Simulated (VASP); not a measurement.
Write the native input for VASP 6.6.1 that does the following.

| Property | Result |
| --- | --- |
| Task | single point |
| Functional | revPBE |
| Potentials or basis | VASP PAW PBE potentials, release 64 (Ge_d) |
| Cutoff | 520 eV |
| k mesh | 14 × 14 × 14 |
| Occupations | fermi-dirac, width 0.1 eV |
| Spin | no spin polarisation |
| Dipole correction | no |
| Further INCAR settings | ALGO = Normal; EDIFF = 1e-06; NBANDS = 13 |

The structure of Ge lies in POSCAR:

```
Ge
1.0
    0.0000000000      2.1517699902      2.1517699902
    2.1517699902      0.0000000000      2.1517699902
    2.1517699902      2.1517699902      0.0000000000
Ge
1
Direct
    0.0000000000      0.0000000000      0.0000000000
```

One way to write it, as run:

INCAR

```
ALGO = Normal
EDIFF = 1E-6
ENCUT = 520
GGA = RE
ISIF = 2
ISMEAR = -1
LASPH = True
LCHARG = False
LREAL = False
LWAVE = False
NBANDS = 13
NELM = 80
PREC = Accurate
SIGMA = 0.1
```

KPOINTS

```
k-points
0
Gamma
  14 14 14
```

Potentials or basis: VASP PAW PBE potentials, release 64 (Ge_d).

Run with:

```console
$ cat potpaw_PBE.64/Ge_d/POTCAR > POTCAR
$ mpirun -np 1 vasp_std > vasp.out
```

Results of the run:

| Item | Value |
| --- | --- |
| Pressure | 0.1 GPa |
| Band gap on the k mesh | zero (band 7 reaches 14.83 eV, above the bottom of band 8 at 4.13 eV) |

Caveat: the PAW data sets were made with another functional, which shifts forces and pressure a little.

Wall time 22 s on 1 thread of Intel Xeon 8259CL (shared host), peak memory 0.15 GiB.
